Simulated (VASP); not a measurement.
# Mg2C3 (C2/m) in VASP: settings compared

The runs below take Mg2C3 through relaxation of shape and atoms at fixed volume, with RPBE+D4, PBE+D4.

Program: VASP 6.6.1. These are calculated values, not measurements. Logs are shortened: lines on timing, memory, paths and dates and some standing lists are left out, and cuts for length are marked.

## 1. The cell of the first run

Symmetry: C2/m, No. 12, monoclinic system. The conventional cell has a = 4.835 Å, b = 4.683 Å, c = 5.016 Å, α = 90.00°, β = 104.10°, γ = 90.00°. Mg (site symmetry m) has 11 C at 2.25 to 3.47 Å and 9 Mg at 3.04 to 3.37 Å within 3.5 Å. C (site symmetry m) has 1 C at 1.34 Å within 1.8 Å. Within 1.8 Å of C (site symmetry 2/m) lie 2 C at 1.34 Å.

## 2. Relaxation of shape and atoms at fixed volume, RPBE+D4 (11.01 Å³/atom)

File INCAR:

```
SYSTEM = Mg2C3
ALGO     = Normal         ! electronic algorithm
EDIFF    = 1E-6           ! SCF threshold, eV
EDIFFG   = -0.01          ! ionic threshold
ENCUT    = 600            ! plane-wave cutoff, eV
GGA      = RP             ! functional
IBRION   = 2              ! ionic algorithm
ISIF     = 4              ! what is computed and relaxed
ISMEAR   = 0              ! smearing method
IVDW     = 13             ! dispersion correction
LASPH    = .True.         ! aspherical terms in the spheres
LCHARG   = .False.        ! write CHGCAR
LREAL    = .False.        ! projectors in reciprocal space
LWAVE    = .False.        ! write WAVECAR
NELM     = 100            ! most SCF steps
NSW      = 60             ! ionic steps
PREC     = Accurate       ! precision mode
SIGMA    = 0.05           ! smearing width, eV
```

File KPOINTS:

```
k-points
0
Gamma
  8 8 6
  0 0 0
```

File POSCAR:

```
Mg2C3
1.0
    2.4172610126     -2.3415554414      0.0014379601
    2.4172610126      2.3415554414      0.0014379601
   -1.2250068182      0.0000000000      4.8637994816
Mg C
2 3
Direct
    0.8097326323      0.8097326323      0.2008961477
    0.1902673677      0.1902673677      0.7991038523
    0.2996617209      0.2996617209      0.2622827321
    0.7003382791      0.7003382791      0.7377172679
    0.5000000000      0.5000000000      0.5000000000
```

Potentials or basis: VASP PAW PBE potentials, release 64 (Mg, C).

Command:

```console
cat potpaw_PBE.64/Mg/POTCAR potpaw_PBE.64/C/POTCAR > POTCAR
mpirun -np 1 vasp_std > vasp.out
```

OUTCAR:

```text
SYSTEM = Mg2C3
   EDIFF = 1E-6
   EDIFFG = -0.01
   ENCUT = 600
   GGA = RP
   IBRION = 2
   ISIF = 4
   ISMEAR = 0
   IVDW = 13
   LASPH = .True.
   LREAL = .False.
   NELM = 100
   NSW = 60
   PREC = Accurate

 ion  position               nearest neighbor table
   1  0.810  0.810  0.201-   4 2.25   3 2.31   3 2.36   3 2.36   5 2.36   3 2.56   5 2.81   5 2.81
                             2 3.04   2 3.05   2 3.05   2 3.11   2 3.18
   2  0.190  0.190  0.799-   3 2.25   4 2.31   4 2.36   4 2.36   5 2.36   4 2.56   5 2.81   5 2.81
                             1 3.04   1 3.05   1 3.05   1 3.11   1 3.18
   3  0.300  0.300  0.262-   5 1.34   2 2.25   1 2.31   1 2.36   1 2.36   1 2.56
   4  0.700  0.700  0.738-   5 1.34   1 2.25   2 2.31   2 2.36   2 2.36   2 2.56
   5  0.500  0.500  0.500-   3 1.34   4 1.34   1 2.36   2 2.36   2 2.81   2 2.81   1 2.81   1 2.81

  LATTYP: Found a base centered monoclinic cell.
 ALAT       =     4.8345228806
 B/A-ratio  =     0.9686810878
 C/A-ratio  =     1.0374744734
 COS(beta)  =    -0.2436578559

  Lattice vectors:

 A1 = (   2.4172610126,  -2.3415554414,   0.0014379601)
 A2 = (   2.4172610126,   2.3415554414,   0.0014379601)
 A3 = (  -1.2250068182,   0.0000000000,   4.8637994816)

Analysis of symmetry for initial positions (statically):
=====================================================================
 Subroutine PRICEL returns:
 Original cell was already a primitive cell.

 Routine SETGRP: Setting up the symmetry group for a
 base centered monoclinic supercell.

 Subroutine GETGRP returns: Found  4 space group operations
 (whereof  4 operations were pure point group operations)
 out of a pool of  4 trial point group operations.

The static configuration has the point symmetry C_2h.

Analysis of symmetry for dynamics (positions and initial velocities):
=====================================================================
 Subroutine PRICEL returns:
 Original cell was already a primitive cell.

 Routine SETGRP: Setting up the symmetry group for a
 base centered monoclinic supercell.

 Subroutine GETGRP returns: Found  4 space group operations
 (whereof  4 operations were pure point group operations)
 out of a pool of  4 trial point group operations.

The dynamic configuration has the point symmetry C_2h.

 Subroutine INISYM returns: Found  4 space group operations
 (whereof  4 operations are pure point group operations),
 and found     1 'primitive' translations

----------------------------------------------------------------------------------------

                                     Primitive cell

  volume of cell :      55.0679

  direct lattice vectors                    reciprocal lattice vectors
     2.417261013 -2.341555441  0.001437960     0.206814695 -0.213533274  0.052088786
     2.417261013  2.341555441  0.001437960     0.206814695  0.213533274  0.052088786
    -1.225006818  0.000000000  4.863799482    -0.000122288  0.000000000  0.205569782

[... 91 lines left out ...]
   EDIFFG = -.1E-01   stopping-criterion for IOM
   NSW    =     60    number of steps for IOM
   IBRION =      2    ionic relax: 0-MD 1-quasi-New 2-CG
   NFREE  =      1    steps in history (QN), initial steepest desc. (CG)
   ISIF   =      4    stress and relaxation
   ISYM   =      2    0-nonsym 1-usesym 2-fastsym
   POTIM  = 0.5000    time-step for ionic-motion
   TEBEG  =    0.0;   TEEND  =   0.0 temperature during run
   PSTRESS=    0.0 pullay stress
   NELECT =      16.0000    total number of electrons
   NUPDOWN=      -1.0000    fix difference up-down
   EMIN   =  10.00;   EMAX   =-10.00  energy-range for DOS
   EFERMI =   0.00;   METHOD = LEGACY
   ISMEAR =     0;   SIGMA  =   0.05  broadening in eV -4-tet -1-fermi 0-gaus
   EFERMI_NEDOS =   21; number of points for ismear=-14 and -15
   IALGO  =     38    algorithm
   IMIX   =      4    mixing-type and parameters
     AMIX     =   0.40;   BMIX     =  1.00
     AMIX_MAG =   1.60;   BMIX_MAG =  1.00
  volume/ion in A,a.u.               =      11.01        74.32
  Fermi-wavevector in a.u.,A,eV,Ry     =   1.084298  2.049026 15.996394  1.175702
  Thomas-Fermi vector in A             =   2.220385
   LORBIT       =      0    0 simple, 1 ext, 2 COOP (PROOUT), +10 PAW based schemes
   GGA     = RP    functional components
   LHFCALC =     F    Hartree Fock is set to
   AEXX    =    0.0000 exact exchange contribution
   IVDW    =    13    specifies the selected vdW correction
   LEPSILON=     F    determine dielectric tensor
   LRPA    =     F    only Hartree local field effects (RPA)
 conjugate gradient relaxation of ions
 non-spin polarized calculation
 Gauss-broadening in eV      SIGMA  =   0.05
  energy-cutoff  :      600.00
  volume of cell :       55.07
 maximum number of plane-waves:      1858
   NGX = 13   NGY = 13   NGZ = 21

--------------------------------------- Ionic step        1  -------------------------------------------

 number of electron      15.9999999 magnetization

 Free energy of the ion-electron system (eV)
  ---------------------------------------------------
  ext. energy  EPLUGINS =         0.00000000
  ---------------------------------------------------
  free energy    TOTEN  =       -27.94455241 eV

  energy without entropy =      -27.94455241  energy(sigma->0) =      -27.94455241

------------------------ aborting loop because EDIFF is reached ----------------------------------------

  DFT-D4 for vdW energy calculation

  Edisp (eV):   -1.63981
[... 206 lines left out ...]
--------------------------------------- Ionic step        6  -------------------------------------------

 number of electron      15.9999999 magnetization

 Free energy of the ion-electron system (eV)
  ---------------------------------------------------
  ext. energy  EPLUGINS =         0.00000000
  ---------------------------------------------------
  free energy    TOTEN  =       -27.94708606 eV

  energy without entropy =      -27.94708606  energy(sigma->0) =      -27.94708606

 E-fermi :   4.9037     XC(G=0): -10.2323

 val. band max:        4.7009556979   @ k =  -0.0000  -0.0000   0.5000
 cond. band min:       6.4575894922   @ k =   0.5000   0.5000   0.0000
 fundamental gap:      1.7566337942
 Fermi energy:         4.9036785326

 k-point     1 :       0.0000    0.0000    0.0000
  band No.  band energies     occupation
      1     -11.3441      2.00000
      2      -7.3872      2.00000
      3      -2.7358      2.00000
      4       0.6249      2.00000
      5       1.3545      2.00000
      6       1.7278      2.00000
      7       3.2399      2.00000
      8       3.9964      2.00000
      9       8.0608      0.00000
     10       8.2084      0.00000
     11       8.7923      0.00000
     12      12.1574      0.00000
[... 331 lines left out ...]
 k-point    24 :       0.2500    0.0000    0.1667
  band No.  band energies     occupation
      1     -11.0035      2.00000
      2      -7.5297      2.00000
      3      -1.6582      2.00000
      4      -0.9656      2.00000
      5       0.4280      2.00000
      6       1.2985      2.00000
      7       3.3779      2.00000
      8       4.2922      2.00000
      9       8.0484      0.00000
     10       8.9115      0.00000
     11       9.0256      0.00000
     12      12.1028      0.00000

 [... further k-points ...]

------------------------ aborting loop because EDIFF is reached ----------------------------------------

  DFT-D4 for vdW energy calculation

  Edisp (eV):   -1.63919
[... 28 lines left out ...]
  FREE ENERGIE OF THE ION-ELECTRON SYSTEM (eV)
  ---------------------------------------------------
  free  energy   TOTEN  =       -29.5862799522 eV

  energy  without entropy=      -29.5862799522  energy(sigma->0) =      -29.58627995

 reached required accuracy - stopping structural energy minimisation
```

CONTCAR:

```text
Mg2C3
   1.00000000000000
     2.4179133512543407   -2.3446098168879868   -0.0020646330121867
     2.4179133512543407    2.3446098168879868   -0.0020646330121867
    -1.2323825220965168    0.0000000000000000    4.8579326826237530
  Mg              C
     2     3
Direct
     0.8097548455342068    0.8097548455342068    0.2001709830975727
     0.1902451544657932    0.1902451544657932    0.7998290169024272
     0.3000076359437726    0.3000076359437726    0.2627030463024056
     0.6999923640562274    0.6999923640562274    0.7372969536975943
     0.5000000000000000    0.5000000000000000    0.5000000000000000

  0.00000000E+00  0.00000000E+00  0.00000000E+00
  0.00000000E+00  0.00000000E+00  0.00000000E+00
  0.00000000E+00  0.00000000E+00  0.00000000E+00
  0.00000000E+00  0.00000000E+00  0.00000000E+00
  0.00000000E+00  0.00000000E+00  0.00000000E+00
```

Run time: 6.8 min. Hardware: 1 thread of Intel Xeon 8259CL, shared host; peak memory 0.25 GiB.

Results:

```
Free energy                  : -29.5863 eV
Energy gained by relaxing    : 0.4 meV/atom
Ionic steps                  : 6
Pressure after relaxing      : -2.7 GPa
Largest force after relaxing : 0.005 eV/Å
Band gap on the k mesh       : 1.76 eV (least direct gap 2.40 eV)
Dispersion energy per atom   : -0.328 eV
```

Forces on the atoms (eV/Å):
```
Mg   0.005  0.000 -0.003
Mg  -0.005  0.000  0.003
C   -0.001  0.000  0.001
C    0.001  0.000 -0.001
C    0.000  0.000  0.000
```

Step by step:
```tsv
step	energy change (eV)	largest force (eV/Å)	pressure (GPa)	volume (Å³)
1	0.0000	0.2921	-3.33	55.07
2	0.0159	1.0339	-0.70	55.07
3	-0.0018	0.0365	-2.73	55.07
4	-0.0018	0.0366	-2.71	55.07
5	-0.0019	0.0219	-2.70	55.07
6	-0.0019	0.0054	-2.68	55.07
```

Final structure:
```yaml
crystal:
  lattice:
    - [2.41791, -2.34461, -0.00206]
    - [2.41791, 2.34461, -0.00206]
    - [-1.23238, 0.00000, 4.85793]
  atoms:
    - { symbol: Mg, position: [0.80975, 0.80975, 0.20017] }
    - { symbol: Mg, position: [0.19025, 0.19025, 0.79983] }
    - { symbol: C, position: [0.30001, 0.30001, 0.26270] }
    - { symbol: C, position: [0.69999, 0.69999, 0.73730] }
    - { symbol: C, position: [0.50000, 0.50000, 0.50000] }
```

Caveat: the PAW data sets were made with another functional, which shifts forces and pressure a little. A k mesh can miss the band edges.

## 3. Relaxation of shape and atoms at fixed volume, PBE+D4 (11.02 Å³/atom)

File INCAR:

```
PREC = Accurate
ENCUT = 600
EDIFF = 1E-6
ISMEAR = 0
SIGMA = 0.05
LREAL = False
LASPH = True
NELM = 80
ALGO = Normal
ISIF = 4
LWAVE = False
LCHARG = False
GGA = PE
IVDW = 13
IBRION = 2
NSW = 60
EDIFFG = -0.01
```

File KPOINTS:

```
Automatic mesh
0
Gamma
  8 8 6
```

File POSCAR:

```
Mg2C3
1.0
    2.4087484498     -2.3437961213     -0.0031342735
    2.4087484498      2.3437961213     -0.0031342735
   -1.2298377224      0.0000000000      4.8799360990
Mg C
2 3
Direct
    0.8093522991      0.8093522991      0.1988168970
    0.1906477009      0.1906477009      0.8011831030
    0.3017283165      0.3017283165      0.2615576924
    0.6982716835      0.6982716835      0.7384423076
    0.5000000000      0.5000000000      0.5000000000
```

Potentials or basis: VASP PAW PBE potentials, release 64 (Mg, C).

Command:

```console
cat potpaw_PBE.64/Mg/POTCAR potpaw_PBE.64/C/POTCAR > POTCAR
mpirun -np 1 vasp_std > vasp.out
```

OUTCAR:

```text
PREC = Accurate
   ENCUT = 600
   EDIFF = 1E-6
   ISMEAR = 0
   LREAL = False
   LASPH = True
   NELM = 80
   ISIF = 4
   GGA = PE
   IVDW = 13
   IBRION = 2
   NSW = 60
   EDIFFG = -0.01

 ion  position               nearest neighbor table
   1  0.809  0.809  0.199-   4 2.25   3 2.31   3 2.37   3 2.37   5 2.37   3 2.54   5 2.82   5 2.82
                             2 3.03   2 3.04   2 3.04   2 3.13   2 3.16
   2  0.191  0.191  0.801-   3 2.25   4 2.31   4 2.37   4 2.37   5 2.37   4 2.54   5 2.82   5 2.82
                             1 3.03   1 3.04   1 3.04   1 3.13   1 3.16
   3  0.302  0.302  0.262-   5 1.34   2 2.25   1 2.31   1 2.37   1 2.37   1 2.54
   4  0.698  0.698  0.738-   5 1.34   1 2.25   2 2.31   2 2.37   2 2.37   2 2.54
   5  0.500  0.500  0.500-   3 1.34   4 1.34   1 2.37   2 2.37   2 2.82   2 2.82   1 2.82   1 2.82

  LATTYP: Found a base centered monoclinic cell.
 ALAT       =     4.8175009779
 B/A-ratio  =     0.9730339992
 C/A-ratio  =     1.0446333007
 COS(beta)  =    -0.2456395584

  Lattice vectors:

 A1 = (   2.4087484498,  -2.3437961213,  -0.0031342735)
 A2 = (   2.4087484498,   2.3437961213,  -0.0031342735)
 A3 = (  -1.2298377224,   0.0000000000,   4.8799360990)

Analysis of symmetry for initial positions (statically):
=====================================================================
 Subroutine PRICEL returns:
 Original cell was already a primitive cell.

 Routine SETGRP: Setting up the symmetry group for a
 base centered monoclinic supercell.

 Subroutine GETGRP returns: Found  4 space group operations
 (whereof  4 operations were pure point group operations)
[... 171 lines left out ...]
  energy without entropy =      -29.62467704  energy(sigma->0) =      -29.62467704

------------------------ aborting loop because EDIFF is reached ----------------------------------------

  DFT-D4 for vdW energy calculation

  Edisp (eV):   -0.75306
[... 206 lines left out ...]
--------------------------------------- Ionic step        6  -------------------------------------------

 number of electron      15.9999998 magnetization

 Free energy of the ion-electron system (eV)
  ---------------------------------------------------
  ext. energy  EPLUGINS =         0.00000000
  ---------------------------------------------------
  free energy    TOTEN  =       -29.62705722 eV

  energy without entropy =      -29.62705722  energy(sigma->0) =      -29.62705722

 E-fermi :   4.8564     XC(G=0): -10.3664

 val. band max:        4.6188040001   @ k =  -0.0000  -0.0000   0.5000
 cond. band min:       6.2642963122   @ k =   0.5000   0.5000   0.0000
 fundamental gap:      1.6454923121
 Fermi energy:         4.8563957568

 k-point     1 :       0.0000    0.0000    0.0000
  band No.  band energies     occupation
      1     -11.4127      2.00000
      2      -7.4950      2.00000
      3      -2.8824      2.00000
      4       0.5011      2.00000
      5       1.2200      2.00000
      6       1.5869      2.00000
      7       3.1478      2.00000
      8       3.9047      2.00000
      9       7.8346      0.00000
     10       8.0690      0.00000
     11       8.7315      0.00000
     12      11.9826      0.00000
[... 331 lines left out ...]
 k-point    24 :       0.2500    0.0000    0.1667
  band No.  band energies     occupation
      1     -11.0704      2.00000
      2      -7.6300      2.00000
      3      -1.8174      2.00000
      4      -1.0958      2.00000
      5       0.3278      2.00000
      6       1.1638      2.00000
      7       3.2394      2.00000
      8       4.2000      2.00000
      9       7.9740      0.00000
     10       8.7003      0.00000
     11       8.8459      0.00000
     12      11.9372      0.00000

 [... further k-points ...]

------------------------ aborting loop because EDIFF is reached ----------------------------------------

  DFT-D4 for vdW energy calculation

  Edisp (eV):   -0.75279
[... 28 lines left out ...]
  FREE ENERGIE OF THE ION-ELECTRON SYSTEM (eV)
  ---------------------------------------------------
  free  energy   TOTEN  =       -30.3798501140 eV

  energy  without entropy=      -30.3798501140  energy(sigma->0) =      -30.37985011

 reached required accuracy - stopping structural energy minimisation
```

OSZICAR:

```text
N       E                     dE             d eps       ncg     rms          rms(c)
DAV:   1     0.516471293877E+02    0.51647E+02   -0.76210E+03  2736   0.129E+03
DAV:   2    -0.283509085210E+02   -0.79998E+02   -0.73888E+02  3992   0.203E+02
DAV:   3    -0.336514442365E+02   -0.53005E+01   -0.52531E+01  3436   0.554E+01
[... 38 lines left out ...]
       N       E                     dE             d eps       ncg     rms          rms(c)
DAV:   1    -0.296270725694E+02   -0.67353E-04   -0.33056E-03  2832   0.476E-01    0.220E-02
DAV:   2    -0.296270615058E+02    0.11064E-04   -0.60293E-05  3532   0.680E-02    0.119E-02
DAV:   3    -0.296270574580E+02    0.40479E-05   -0.11322E-05  3348   0.249E-02    0.368E-03
DAV:   4    -0.296270572218E+02    0.23620E-06   -0.10421E-06  2120   0.960E-03
   6 F= -.30379850E+02 E0= -.30379850E+02  d E =-.173107E-03
```

CONTCAR:

```text
Mg2C3
   1.00000000000000
     2.4093236435409264   -2.3470723709728447   -0.0064822860833016
     2.4093236435409264    2.3470723709728447   -0.0064822860833016
    -1.2369233690055028    0.0000000000000000    4.8736911507322658
  Mg              C
     2     3
Direct
     0.8093337337514943    0.8093337337514943    0.1980183357469372
     0.1906662662485058    0.1906662662485058    0.8019816642530627
     0.3021324921842909    0.3021324921842909    0.2620197896820296
     0.6978675078157091    0.6978675078157091    0.7379802103179706
     0.5000000000000000    0.5000000000000000    0.5000000000000000

  0.00000000E+00  0.00000000E+00  0.00000000E+00
  0.00000000E+00  0.00000000E+00  0.00000000E+00
  0.00000000E+00  0.00000000E+00  0.00000000E+00
  0.00000000E+00  0.00000000E+00  0.00000000E+00
  0.00000000E+00  0.00000000E+00  0.00000000E+00
```

Wall time 6.6 min (1 thread of Intel Xeon 8259CL, shared host); peak memory 0.25 GiB.

Results:

* Free energy: -30.3799 eV
* Energy gained by relaxing: 0.4 meV/atom
* Ionic steps: 6
* Pressure after relaxing: -2.5 GPa
* Largest force after relaxing: 0.005 eV/Å
* Band gap on the k mesh: 1.65 eV (least direct gap 2.32 eV)
* Dispersion energy per atom: -0.151 eV

Forces in eV/Å, atoms in the order of the input:
```
Mg   0.005  0.000 -0.003
Mg  -0.005  0.000  0.003
C    0.000  0.000  0.000
C    0.000  0.000  0.000
C    0.000  0.000  0.000
```

Stress tensor (GPa, compression positive):
```
-2.62  0.00  0.00
 0.00 -2.58  0.00
 0.00  0.00 -2.45
```

Step by step:
```tsv
step	energy change (eV)	largest force (eV/Å)	pressure (GPa)	volume (Å³)
1	0.0000	0.3120	-3.23	55.08
2	0.0181	1.1118	-0.42	55.08
3	-0.0019	0.0390	-2.61	55.08
4	-0.0019	0.0391	-2.58	55.08
5	-0.0021	0.0234	-2.57	55.08
6	-0.0021	0.0053	-2.55	55.08
```

Final structure:
```yaml
crystal:
  lattice:
    - [2.40932, -2.34707, -0.00648]
    - [2.40932, 2.34707, -0.00648]
    - [-1.23692, 0.00000, 4.87369]
  atoms:
    - { symbol: Mg, position: [0.80933, 0.80933, 0.19802] }
    - { symbol: Mg, position: [0.19067, 0.19067, 0.80198] }
    - { symbol: C, position: [0.30213, 0.30213, 0.26202] }
    - { symbol: C, position: [0.69787, 0.69787, 0.73798] }
    - { symbol: C, position: [0.50000, 0.50000, 0.50000] }
```

A k mesh can miss the band edges. A hybrid or GW would open this gap; PBE tends to underestimate it.
